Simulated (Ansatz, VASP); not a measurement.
**SnO2: VASP beside Ansatz**

Contents of INCAR:

```
ALGO     = Normal         # electronic algorithm
EDIFF    = 1E-6           # SCF threshold, eV
ENCUT    = 520            # plane-wave cutoff, eV
GGA      = PS             # functional
ISIF     = 2              # what is computed and relaxed
ISMEAR   = 0              # smearing method
LASPH    = True           # aspherical terms in the spheres
LCHARG   = False          # write CHGCAR
LREAL    = False          # projectors in reciprocal space
LWAVE    = False          # write WAVECAR
NBANDS   = 20             # bands
NELM     = 80             # most SCF steps
PREC     = Accurate       # precision mode
SIGMA    = 0.05           # smearing width, eV
```

File KPOINTS:

```
k-points
0
Gamma
  12 12 12
```

File POSCAR:

```
SnO2
1.0
    1.6053951390      0.9268753157      4.5279666667
   -1.6053951390      0.9268753157      4.5279666667
    0.0000000000     -1.8537506314      4.5279666667
Sn O
1 2
Direct
    0.5000000000      0.5000000000      0.5000000000
    0.2414378084      0.2414378084      0.2414378084
    0.7585621916      0.7585621916      0.7585621916
```

Input for Ansatz:

```yaml
crystal:
  lattice:
    - [1.605395139, 0.9268753157, 4.5279666667]
    - [-1.605395139, 0.9268753157, 4.5279666667]
    - [0.0, -1.8537506314, 4.5279666667]
  atoms:
    - { symbol: Sn, position: [0.5, 0.5, 0.5] }
    - { symbol: O, position: [0.2414378084, 0.2414378084, 0.2414378084] }
    - { symbol: O, position: [0.7585621916, 0.7585621916, 0.7585621916] }
basis:
  ecutwfc: 520.0
kpoints:
  mp_grid: { grid: [12, 12, 12] }
hamiltonian:
  xc: pbesol
  pseudopotentials: { kind: paw, azcp: { folder: soft_1 } }
scf:
  occupations: { method: gaussian, width: 0.05 }
output:
  forces: true
  stress: true
  eigenvalues: true
```

Alike in both runs: task single point; functional PBEsol; k mesh 12 × 12 × 12; occupations gaussian, width 0.05 eV; no spin polarisation.

```csv
,VASP,Ansatz
version,VASP 6.6.1,Ansatz 0.2.0
potentials or method,"VASP PAW PBE potentials, release 64 (Sn_d, O), cutoff 520 eV","scalar-relativistic, plane waves, PAW"
valence electrons in the cell,26,26
```

```csv
,VASP,Ansatz,Ansatz less VASP
gap on the k mesh at the Fermi level (eV),1.79,1.81,+0.018
least direct gap on the mesh (eV),1.82,1.83,+0.015
pressure (GPa),-1.9,-2.5,-0.68
"traceless stress, the component that is largest in VASP (GPa)",-0.75,-0.30,+0.450
rms of the force components (eV/Å),0.128,0.156,+0.0281
```

VASP's potentials were made for PBE, not for PBEsol, and Ansatz warns of the same on its side. Atom by atom the forces differ by 0.028 eV/Å (rms over components).
